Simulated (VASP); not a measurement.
SiC:

```
Si C
1.0
     3.11617    0.00000    0.00000
    -1.55808    2.69868    0.00000
     0.00000    0.00000   10.20317
Si C
4 4
Cartesian
  0.0000 0.0000 1.9171
  0.0000 0.0000 7.0187
  0.0000 1.7991 4.4674
  1.5581 0.8996 9.5690
  0.0000 0.0000 0.0047
  0.0000 0.0000 5.1063
  0.0000 1.7991 2.5488
  1.5581 0.8996 7.6504
```

This cell differs from its parent crystal: volume scaled by 1.04.

Base run:

| Item | Value |
| --- | --- |
| Program | VASP 6.6.1 |
| Functional | PBEsol |
| Potentials or basis | VASP PAW PBE potentials, release 64 (Si, C) |
| Cutoff | 520 eV |
| k mesh | 10 × 10 × 3 |
| Occupations | fermi-dirac, width 0.05 eV |
| Spin | no spin polarisation |

Its results: band gap on the k mesh 2.10 eV, indirect (least direct gap 3.21 eV); pressure -7.4 GPa; largest force 0.008 eV/Å.

Problem. The run is repeated on the same cell with these changes: functional from PBEsol to SVWN5. What comes out?

Solution. Band gap on the k mesh 2.16 eV, indirect (least direct gap 3.29 eV); pressure -10.6 GPa; largest force 0.016 eV/Å.

SVWN5 binds more tightly than PBEsol, so the same cell stands under less pressure.

Caveats: the PAW data sets were made with another functional, which shifts forces and pressure a little.

A k mesh can miss the band edges.
